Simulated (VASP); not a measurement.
Input of a VASP 6.6.1 run:

The input INCAR:

```
SYSTEM = Ta
  ALGO = Fast
  EDIFF = 1E-6
  ENCUT = 520
  GGA = PE
  ISIF = 2
  ISMEAR = 0
  LASPH = .TRUE.
  LCHARG = .FALSE.
  LREAL = .FALSE.
  LWAVE = .FALSE.
  NBANDS = 12
  NELM = 100
  PREC = Accurate
  SIGMA = 0.15
```

Contents of KPOINTS:

```
k-points
0
G
  20 20 20
  0 0 0
```

File POSCAR:

```
Ta
1.0
   -1.6677928000      1.6512800000      1.6677928000
    1.6347672000     -1.6512800000      1.6347672000
    1.6677928000      1.6512800000     -1.6677928000
Ta
1
Direct
    0.0000000000      0.0000000000      0.0000000000
```

Potentials or basis: VASP PAW PBE potentials, release 64 (Ta_pv).

Command:

```console
$ cat potpaw_PBE.64/Ta_pv/POTCAR > POTCAR
$ mpirun -np 1 vasp_std > vasp.out
```

Q: Estimate the pressure.

A: 3.3 GPa.

Stress tensor (GPa, compression positive):
```
3.25 0.00 1.64
0.00 3.34 0.00
1.64 0.00 3.25
```

Caveat: the cell differs from its parent crystal (strain -0.0200 x Voigt [0, 0, 0, 0, 1, 0]).
